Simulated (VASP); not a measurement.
A run of VASP 6.6.1 is set up as follows.

File INCAR:

```
PREC = Accurate
ENCUT = 600
EDIFF = 1E-6
ISMEAR = -1
SIGMA = 0.1
LREAL = F
LASPH = T
NELM = 120
ALGO = Normal
ISIF = 2
LWAVE = F
LCHARG = F
GGA = PS
NBANDS = 16
GGA_COMPAT = F
```

File KPOINTS:

```
Automatic mesh
0
Gamma
  13 13 13
```

POSCAR

```
Co
1.0
    0.0000000000      2.4874203797      2.4874203797
    2.4874203797      0.0000000000      2.4874203797
    2.4874203797      2.4874203797      0.0000000000
Co
2
Direct
    0.1250000000      0.1250000000      0.1250000000
    0.8750000000      0.8750000000      0.8750000000
```

Potentials or basis: VASP PAW PBE potentials, release 64 (Co).

Run with:

```console
$ cat potpaw_PBE.64/Co/POTCAR > POTCAR
$ mpirun -np 1 vasp_std > vasp.out
```

Question: Estimate the band gap on the k mesh.

Answer: Zero (bands 9 and 10 overlap by 0.78 eV).

Question: Predict the pressure.

Answer: -10.4 GPa.

Caveat: the cell stands under tension; the PAW data sets were made with another functional, which shifts forces and pressure a little; the run has no spin polarisation, though such a crystal can be magnetic. Spin polarisation is off, so any magnetic state and its effect on volume and gap are missing.
